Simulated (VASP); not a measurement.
Wanted: the native input for a VASP 6.6.1 run.

- Task: single point
- Functional: PBEsol
- Potentials or basis: VASP PAW PBE potentials, release 64 (Mo_sv)
- Cutoff: 520 eV
- k mesh: 9 × 9 × 4
- Occupations: gaussian, width 0.1 eV
- Spin: no spin polarisation
- Dipole correction: no
- Further INCAR settings: ALGO = Normal; EDIFF = 1e-06; NBANDS = 21

The structure of Mo lies in POSCAR:

```
Mo
1.0
    2.7279645771      0.0000000000      0.0000000000
   -1.3639822885      2.3624866244      0.0000000000
    0.0000000000      0.0000000000      4.8332219794
Mo
2
Direct
    0.3333333333      0.6666666667      0.2500000000
    0.6666666667      0.3333333333      0.7500000000
```

One way to write it, as run:

INCAR

```
PREC = Accurate
ENCUT = 520
EDIFF = 1E-6
ISMEAR = 0
SIGMA = 0.1
LREAL = F
LASPH = T
NELM = 80
ALGO = Normal
ISIF = 2
LWAVE = F
LCHARG = F
GGA = PS
NBANDS = 21
```

KPOINTS

```
Automatic mesh
0
Gamma
  9 9 4
```

Potentials or basis: VASP PAW PBE potentials, release 64 (Mo_sv).

Command:

```console
$ cat potpaw_PBE.64/Mo_sv/POTCAR > POTCAR
$ mpirun -np 1 vasp_std > vasp.out
```

It gave:

The pressure is 0.6 GPa. The band gap on the k mesh is zero (band 14 reaches 13.49 eV, above the bottom of band 15 at 11.55 eV).

Caveat: the PAW data sets were made with another functional, which shifts forces and pressure a little.

It took 10 s on 1 thread of AMD EPYC 9R45 96-Core Processor (Zen 5) (shared host), peak memory 0.12 GiB.
